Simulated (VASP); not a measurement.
TePb:

```
Pb Te
1.0
     0.00000    3.16504    3.16504
     3.16504    0.00000    3.16504
     3.16504    3.16504    0.00000
Pb Te
1 1
Direct
  0.00000 0.00000 0.00000
  0.50000 0.50000 0.50000
```

Base run:

- Program: VASP 6.6.1
- Functional: PBE
- Dispersion: D3(BJ)
- Potentials or basis: VASP PAW PBE potentials, release 64 (Pb_d, Te)
- Cutoff: 520 eV
- k mesh: 7 × 7 × 7
- Occupations: fermi-dirac, width 0.05 eV
- Spin: no spin polarisation

Its results: pressure 3.2 GPa.

The run is repeated on the same cell with these changes: functional from PBE to PBEsol. What comes out?

Pressure 0.4 GPa.

PBEsol binds more tightly than PBE, so the same cell stands under less pressure.

Caveats: the PAW data sets were made with another functional, which shifts forces and pressure a little (some runs).
